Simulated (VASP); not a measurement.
# LiF (Griceite) (Fm-3m) in VASP: a series of runs

Aim: see how the results for LiF (Griceite) move with the level of theory and the settings. Levels: PBE+D4, PBE. Tasks: single point.

Everything below comes from runs of VASP 6.6.1. Logs are shortened: lines on timing, memory, paths and dates and some standing lists are left out, and cuts for length are marked.

### Step 1. The cell of the first run

The structure is cubic, space group Fm-3m (No. 225). Conventional cell: a = 4.028 Å, b = 4.028 Å, c = 4.028 Å, α = 90.00°, β = 90.00°, γ = 90.00°. Within 2.7 Å of Li (site symmetry m-3m) lie 6 F at 2.01 Å. F (site symmetry m-3m) has 6 Li at 2.01 Å within 2.7 Å.

### Step 2. Single point, PBE+D4

Input file INCAR:

```
SYSTEM = LiF
  PREC = Accurate
  ENCUT = 520
  EDIFF = 1E-7
  ISMEAR = 0
  SIGMA = 0.01
  LREAL = .FALSE.
  LASPH = .TRUE.
  NELM = 60
  ALGO = Normal
  ISIF = 2
  LWAVE = .FALSE.
  LCHARG = .FALSE.
  GGA = PE
  IVDW = 13
  NBANDS = 12
```

Input file KPOINTS:

```
Automatic mesh
0
G
  10 10 10
  0 0 0
```

Input file POSCAR:

```
LiF
1.0
    0.0000000000      2.0140000000      2.0140000000
    2.0140000000      0.0000000000      2.0140000000
    2.0140000000      2.0140000000      0.0000000000
Li F
1 1
Direct
    0.0000000000      0.0000000000      0.0000000000
    0.5000000000      0.5000000000      0.5000000000
```

Potentials or basis: VASP PAW PBE potentials, release 64 (Li_sv, F).

On the command line:

```console
> cat potpaw_PBE.64/Li_sv/POTCAR potpaw_PBE.64/F/POTCAR > POTCAR
> mpirun -np 1 vasp_std > vasp.out
```

OUTCAR:

```text
SYSTEM = LiF
   PREC = Accurate
   ENCUT = 520
   EDIFF = 1E-7
   ISMEAR = 0
   LREAL = .FALSE.
   LASPH = .TRUE.
   NELM = 60
   ISIF = 2
   GGA = PE
   IVDW = 13

 ion  position               nearest neighbor table
   1  0.000  0.000  0.000-   2 2.01   2 2.01   2 2.01   2 2.01   2 2.01   2 2.01
   2  0.500  0.500  0.500-   1 2.01   1 2.01   1 2.01   1 2.01   1 2.01   1 2.01

  LATTYP: Found a face centered cubic cell.
 ALAT       =     4.0280000000

  Lattice vectors:

 A1 = (   0.0000000000,   2.0140000000,   2.0140000000)
 A2 = (   2.0140000000,   0.0000000000,   2.0140000000)
 A3 = (   2.0140000000,   2.0140000000,   0.0000000000)

Analysis of symmetry for initial positions (statically):
=====================================================================
 Subroutine PRICEL returns:
 Original cell was already a primitive cell.

 Routine SETGRP: Setting up the symmetry group for a
 face centered cubic supercell.

 Subroutine GETGRP returns: Found 48 space group operations
 (whereof 48 operations were pure point group operations)
 out of a pool of 48 trial point group operations.

The static configuration has the point symmetry O_h .

Analysis of symmetry for dynamics (positions and initial velocities):
=====================================================================
 Subroutine PRICEL returns:
 Original cell was already a primitive cell.

 Routine SETGRP: Setting up the symmetry group for a
 face centered cubic supercell.

 Subroutine GETGRP returns: Found 48 space group operations
 (whereof 48 operations were pure point group operations)
 out of a pool of 48 trial point group operations.

The dynamic configuration has the point symmetry O_h .

 Subroutine INISYM returns: Found 48 space group operations
 (whereof 48 operations are pure point group operations),
 and found     1 'primitive' translations

----------------------------------------------------------------------------------------

                                     Primitive cell

  volume of cell :      16.3384

  direct lattice vectors                    reciprocal lattice vectors
     0.000000000  2.014000000  2.014000000    -0.248262165  0.248262165  0.248262165
     2.014000000  0.000000000  2.014000000     0.248262165 -0.248262165  0.248262165
     2.014000000  2.014000000  0.000000000     0.248262165  0.248262165 -0.248262165

  length of vectors
     2.848226115  2.848226115  2.848226115     0.430002683  0.430002683  0.430002683

  position of ions in fractional coordinates (direct lattice)
     0.000000000  0.000000000  0.000000000
     0.500000000  0.500000000  0.500000000

  ion indices of the primitive-cell ions
   primitive index   ion index
                 1           1
                 2           2

----------------------------------------------------------------------------------------

 KPOINTS: Automatic mesh

Automatic generation of k-mesh.
 Grid dimensions read from file:
 generate k-points for:   10   10   10

 Generating k-lattice:

  Cartesian coordinates                     Fractional coordinates (reciprocal lattice)
    -0.024826216  0.024826216  0.024826216     0.100000000  0.000000000  0.000000000
     0.024826216 -0.024826216  0.024826216     0.000000000  0.100000000  0.000000000
     0.024826216  0.024826216 -0.024826216     0.000000000  0.000000000  0.100000000

  Length of vectors
     0.043000268  0.043000268  0.043000268

  Shift w.r.t. Gamma in fractional coordinates (k-lattice)
     0.000000000  0.000000000  0.000000000

 Subroutine IBZKPT returns following result:
 ===========================================

 Found     47 irreducible k-points:

 Following reciprocal coordinates:
            Coordinates               Weight
  0.000000  0.000000  0.000000      1.000000
  0.100000  0.000000  0.000000      8.000000
  0.200000  0.000000  0.000000      8.000000
  0.300000  0.000000  0.000000      8.000000
  0.400000  0.000000  0.000000      8.000000
  0.500000  0.000000  0.000000      4.000000
[... 16 lines left out ...]
  0.300000  0.300000  0.000000      6.000000
  0.400000  0.300000  0.000000     24.000000
 [... further k-points ...]
   k-points           NKPTS =     47   k-points in BZ     NKDIM =     47   number of bands    NBANDS=     12
   number of dos      NEDOS =    301   number of ions     NIONS =      2
   total plane-waves  NPLWV =  13824
   dimension x,y,z NGX =    24 NGY =   24 NGZ =   24
   dimension x,y,z NGXF=    48 NGYF=   48 NGZF=   48
   ions per type =               1   1
   NGX,Y,Z   is equivalent  to a cutoff of  14.01, 14.01, 14.01 a.u.
   NGXF,Y,Z  is equivalent  to a cutoff of  28.02, 28.02, 28.02 a.u.
 SYSTEM =  LiF
   PREC   = accura    normal or accurate (medium, high low for compatibility)
   ISTART =      0    job   : 0-new  1-cont  2-samecut
   ICHARG =      2    charge: 1-file 2-atom 10-const
   ISPIN  =      1    spin polarized calculation?
   LNONCOLLINEAR =      F non collinear calculations
   LSORBIT =      F    spin-orbit coupling
   LASPH  =      T    aspherical Exc in radial PAW
   ENCUT  =  520.0 eV  38.22 Ry    6.18 a.u.   5.30  5.30  5.30*2*pi/ulx,y,z
   NELM   =     60;   NELMIN=  2; NELMDL= -5     # of ELM steps
   EDIFF  = 0.1E-06   stopping-criterion for ELM
   LREAL  =      F    real-space projection
   EDIFFG = 0.1E-05   stopping-criterion for IOM
   NSW    =      0    number of steps for IOM
   IBRION =     -1    ionic relax: 0-MD 1-quasi-New 2-CG
   NFREE  =      0    steps in history (QN), initial steepest desc. (CG)
   ISIF   =      2    stress and relaxation
   ISYM   =      2    0-nonsym 1-usesym 2-fastsym
   POTIM  = 0.5000    time-step for ionic-motion
   TEBEG  =    0.0;   TEEND  =   0.0 temperature during run
   PSTRESS=    0.0 pullay stress
   NELECT =      10.0000    total number of electrons
   NUPDOWN=      -1.0000    fix difference up-down
   EMIN   =  10.00;   EMAX   =-10.00  energy-range for DOS
   EFERMI =   0.00;   METHOD = LEGACY
   ISMEAR =     0;   SIGMA  =   0.01  broadening in eV -4-tet -1-fermi 0-gaus
   EFERMI_NEDOS =   21; number of points for ismear=-14 and -15
   IALGO  =     38    algorithm
   IMIX   =      4    mixing-type and parameters
     AMIX     =   0.40;   BMIX     =  1.00
     AMIX_MAG =   1.60;   BMIX_MAG =  1.00
  volume/ion in A,a.u.               =       8.17        55.13
  Fermi-wavevector in a.u.,A,eV,Ry     =   1.389970  2.626662 26.286674  1.932016
  Thomas-Fermi vector in A             =   2.513950
   LORBIT       =      0    0 simple, 1 ext, 2 COOP (PROOUT), +10 PAW based schemes
   GGA     = PE    functional components
   LHFCALC =     F    Hartree Fock is set to
   AEXX    =    0.0000 exact exchange contribution
   IVDW    =    13    specifies the selected vdW correction
   LEPSILON=     F    determine dielectric tensor
   LRPA    =     F    only Hartree local field effects (RPA)
 non-spin polarized calculation
 Gauss-broadening in eV      SIGMA  =   0.01
  energy-cutoff  :      520.00
  volume of cell :       16.34
 maximum number of plane-waves:       459
 NGX is ok and might be reduce to    24
   NGX = 11   NGY = 11   NGZ = 11

 number of electron      10.0000000 magnetization

 number of electron       9.9999992 magnetization

 Free energy of the ion-electron system (eV)
  ---------------------------------------------------
  ext. energy  EPLUGINS =         0.00000000
  ---------------------------------------------------
  free energy    TOTEN  =        -9.63754861 eV

  energy without entropy =       -9.63754861  energy(sigma->0) =       -9.63754861

 E-fermi :  -0.8478     XC(G=0):  -9.9825

 val. band max:       -1.0187491895   @ k =   0.0000   0.0000   0.0000
 cond. band min:       8.0685195434   @ k =   0.0000   0.0000   0.0000
 fundamental gap:      9.0872687329
 Fermi energy:        -0.8478450943

 k-point     1 :       0.0000    0.0000    0.0000
  band No.  band energies     occupation
      1     -41.9388      2.00000
      2     -20.9937      2.00000
      3      -1.0188      2.00000
      4      -1.0187      2.00000
      5      -1.0187      2.00000
      6       8.0685      0.00000
      7      22.9474      0.00000
      8      22.9474      0.00000
      9      22.9474      0.00000
     10      23.3054      0.00000
     11      23.3054      0.00000
     12      23.3054      0.00000

 k-point     2 :       0.1000    0.0000    0.0000
  band No.  band energies     occupation
      1     -41.9330      2.00000
      2     -20.9540      2.00000
      3      -1.3064      2.00000
      4      -1.0417      2.00000
      5      -1.0417      2.00000
      6       8.3627      0.00000
      7      20.2635      0.00000
      8      21.6928      0.00000
      9      21.6928      0.00000
     10      24.3506      0.00000
     11      24.3506      0.00000
     12      24.3982      0.00000

 k-point     3 :       0.2000    0.0000    0.0000
  band No.  band energies     occupation
      1     -41.9184      2.00000
      2     -20.8496      2.00000
      3      -1.9956      2.00000
      4      -1.1006      2.00000
      5      -1.1006      2.00000
      6       9.0145      0.00000
      7      17.7983      0.00000
      8      20.2006      0.00000
      9      20.2007      0.00000
     10      25.3699      0.00000
     11      25.7000      0.00000
     12      25.7000      0.00000
[... 286 lines left out ...]
 k-point    23 :       0.3000    0.3000    0.0000
  band No.  band energies     occupation
      1     -41.8895      2.00000
      2     -20.5757      2.00000
      3      -2.9199      2.00000
      4      -1.6807      2.00000
      5      -1.6807      2.00000
      6      11.2404      0.00000
      7      16.9129      0.00000
      8      18.0236      0.00000
      9      19.3940      0.00000
     10      19.3940      0.00000
     11      33.4600      0.00000
     12      33.5629      0.00000

 k-point    24 :       0.4000    0.3000    0.0000
  band No.  band energies     occupation
      1     -41.8786      2.00000
      2     -20.4653      2.00000
      3      -3.3353      2.00000
      4      -1.8907      2.00000
      5      -1.7790      2.00000
      6      12.0625      0.00000
      7      15.7707      0.00000
      8      17.5195      0.00000
      9      19.1436      0.00000
     10      20.2087      0.00000
     11      32.9006      0.00000
     12      33.8931      0.00000

 [... further k-points ...]

------------------------ aborting loop because EDIFF is reached ----------------------------------------

  DFT-D4 for vdW energy calculation

  Edisp (eV):   -0.12542

  FORCE on cell =-STRESS in cart. coord.  units (eV):
  Direction    XX          YY          ZZ          XY          YZ          ZX
  --------------------------------------------------------------------------------------
  -------------------------------------------------------------------------------------
  Total       0.04403     0.04403     0.04403     0.00000     0.00000     0.00000
  in kB       4.31744     4.31744     4.31744     0.00000     0.00000     0.00000
  external pressure =        4.32 kB  Pullay stress =        0.00 kB

 VOLUME and BASIS-vectors are now :
 -----------------------------------------------------------------------------
  energy-cutoff  :      520.00
  volume of cell :       16.34
      direct lattice vectors                 reciprocal lattice vectors
     0.000000000  2.014000000  2.014000000    -0.248262165  0.248262165  0.248262165
     2.014000000  0.000000000  2.014000000     0.248262165 -0.248262165  0.248262165
     2.014000000  2.014000000  0.000000000     0.248262165  0.248262165 -0.248262165

 POSITION                                       TOTAL-FORCE (eV/Angst)
 -----------------------------------------------------------------------------------
      0.00000      0.00000      0.00000        -0.000000      0.000000      0.000000
      2.01400      2.01400      2.01400         0.000000     -0.000000      0.000000
 -----------------------------------------------------------------------------------
    total drift:                               -0.000000     -0.000000      0.000000

  FREE ENERGIE OF THE ION-ELECTRON SYSTEM (eV)
  ---------------------------------------------------
  free  energy   TOTEN  =        -9.7629717005 eV

  energy  without entropy=       -9.7629717005  energy(sigma->0) =       -9.76297170
```

Run time: 5.8 s. Hardware: 1 thread of Intel Xeon Platinum 8488C (Sapphire Rapids), shared host; peak memory 0.13 GiB.

What came out:

```yaml
Free_energy: -9.7630 eV
Band_gap_on_the_k_mesh: 9.09 eV, direct
Dispersion_energy_per_atom: -0.063 eV
```

Caveat: the cutoff is under 1.25 times the usual one of these potentials, so pressure, stress and relaxed cells hold a basis-set (Pulay) error. A k mesh can miss the band edges.

### Step 3. Single point, PBE

Input file INCAR:

```
SYSTEM = LiF
ALGO = Normal
EDIFF = 1E-7
ENCUT = 520
GGA = PE
ISIF = 2
ISMEAR = 0
LASPH = .True.
LCHARG = .True.
LELF = .True.
LREAL = .False.
LVHAR = .True.
LWAVE = .False.
NBANDS = 12
NELM = 100
PREC = Accurate
SIGMA = 0.01
```

Input file KPOINTS:

```
k-points
0
Gamma
  10 10 10
  0 0 0
```

POSCAR is that of step 2.

Potentials or basis: VASP PAW PBE potentials, release 64 (Li_sv, F).

On the command line:

```console
> cat potpaw_PBE.64/Li_sv/POTCAR potpaw_PBE.64/F/POTCAR > POTCAR
> mpirun -np 1 vasp_std > vasp.out
```

OUTCAR:

```text
SYSTEM = LiF
   EDIFF = 1E-7
   ENCUT = 520
   GGA = PE
   ISIF = 2
   ISMEAR = 0
   LASPH = .True.
   LREAL = .False.
   NELM = 100
   PREC = Accurate

 ion  position               nearest neighbor table
   1  0.000  0.000  0.000-   2 2.01   2 2.01   2 2.01   2 2.01   2 2.01   2 2.01
   2  0.500  0.500  0.500-   1 2.01   1 2.01   1 2.01   1 2.01   1 2.01   1 2.01

  LATTYP: Found a face centered cubic cell.
 ALAT       =     4.0280000000

  Lattice vectors:

[... 551 lines left out ...]

  FORCE on cell =-STRESS in cart. coord.  units (eV):
  Direction    XX          YY          ZZ          XY          YZ          ZX
  --------------------------------------------------------------------------------------
  -------------------------------------------------------------------------------------
  Total        0.1705314      0.1705314      0.1705314      0.0000000     -0.0000000     -0.0000000
  in kB       16.7227033     16.7227033     16.7227033      0.0000000     -0.0000000     -0.0000000
  external PRESSURE =      16.7227033 kB  Pullay stress =       0.0000000 kB

 VOLUME and BASIS-vectors are now :
 -----------------------------------------------------------------------------
  energy-cutoff  :      520.00
  volume of cell :       16.34
      direct lattice vectors                 reciprocal lattice vectors
     0.000000000  2.014000000  2.014000000    -0.248262165  0.248262165  0.248262165
     2.014000000  0.000000000  2.014000000     0.248262165 -0.248262165  0.248262165
     2.014000000  2.014000000  0.000000000     0.248262165  0.248262165 -0.248262165

 POSITION                                       TOTAL-FORCE (eV/Angst)
 -----------------------------------------------------------------------------------
      0.00000      0.00000      0.00000         0.000000      0.000000      0.000000
      2.01400      2.01400      2.01400         0.000000      0.000000      0.000000
 -----------------------------------------------------------------------------------
    total drift:                               -0.000000     -0.000000      0.000000

  FREE ENERGIE OF THE ION-ELECTRON SYSTEM (eV)
  ---------------------------------------------------
  free  energy   TOTEN  =        -9.6375486057 eV

  energy  without entropy=       -9.6375486057  energy(sigma->0) =       -9.63754861
```

OSZICAR:

```text
N       E                     dE             d eps       ncg     rms          rms(c)
DAV:   1     0.318734914567E+02    0.31873E+02   -0.55041E+03  1152   0.839E+02
DAV:   2    -0.896809085137E+01   -0.40842E+02   -0.40119E+02  1352   0.190E+02
DAV:   3    -0.101343713291E+02   -0.11663E+01   -0.11616E+01  1512   0.282E+01
DAV:   4    -0.101480495005E+02   -0.13678E-01   -0.13677E-01  1272   0.328E+00
DAV:   5    -0.101482083620E+02   -0.15886E-03   -0.15886E-03  1468   0.275E-01    0.454E+00
DAV:   6    -0.962629912978E+01    0.52191E+00   -0.24954E+00  1232   0.980E+00    0.139E+00
DAV:   7    -0.963063802505E+01   -0.43389E-02   -0.18303E-02  1528   0.119E+00    0.860E-01
DAV:   8    -0.963744139885E+01   -0.68034E-02   -0.15066E-02  1376   0.127E+00    0.110E-01
DAV:   9    -0.963746442762E+01   -0.23029E-04   -0.90532E-04  1308   0.271E-01    0.429E-02
DAV:  10    -0.963754536894E+01   -0.80941E-04   -0.13426E-04  1288   0.902E-02    0.148E-02
DAV:  11    -0.963754787740E+01   -0.25085E-05   -0.58490E-06  1420   0.228E-02    0.191E-03
DAV:  12    -0.963754857483E+01   -0.69742E-06   -0.49504E-07  1328   0.605E-03    0.932E-04
DAV:  13    -0.963754860566E+01   -0.30831E-07   -0.51320E-08   936   0.207E-03
   1 F= -.96375486E+01 E0= -.96375486E+01  d E =-.238767-131
```

Wall time 5.4 s (1 thread of Intel Xeon Platinum 8488C (Sapphire Rapids), shared host); peak memory 0.13 GiB.

Results:

```
Free energy            : -9.6375 eV
Band gap on the k mesh : 9.09 eV, direct
```

Caveat: the cutoff is under 1.25 times the usual one of these potentials, so pressure, stress and relaxed cells hold a basis-set (Pulay) error. A k mesh can miss the band edges.
